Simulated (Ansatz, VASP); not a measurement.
**SiWS2N in VASP and in Ansatz**

```
CELL_PARAMETERS angstrom
4.19332 0.00000 0.00000
0.00000 4.19332 0.00000
0.00000 0.00000 4.19332
ATOMIC_POSITIONS crystal
Si 0.00000 0.00000 0.00000
W 0.50000 0.50000 0.50000
S 0.50000 0.00000 0.00000
S 0.00000 0.50000 0.00000
N 0.00000 0.00000 0.50000
```

Alike in both runs: task single point; functional PBE; k mesh 4 × 4 × 4; occupations gaussian, width 0.1 eV; no spin polarisation.

```csv
,VASP,Ansatz
version,VASP 6.6.1,Ansatz 0.2.0
potentials or method,"VASP PAW PBE potentials, release 64 (Si, W_sv, S, N), cutoff 520 eV","scalar-relativistic, plane waves, PAW"
valence electrons in the cell,35,35
```

Ansatz gave:

- gap on the k mesh at the Fermi level (eV): none
- pressure (GPa): -5.6
- traceless stress, the component that is largest in VASP (GPa): -28.07

Question: Which values does VASP return?

Answer: gap on the k mesh at the Fermi level (eV): none; pressure (GPa): -5.7; traceless stress, the component that is largest in VASP (GPa): -27.89.

A gap of «none» marks a metal or a gap that the smearing closes. The functional is the same, so the differences come from potentials, cutoffs and numerics.

The k mesh is coarse, so the values compare programs but aren't converged. Neither program's run includes spin-orbit coupling.
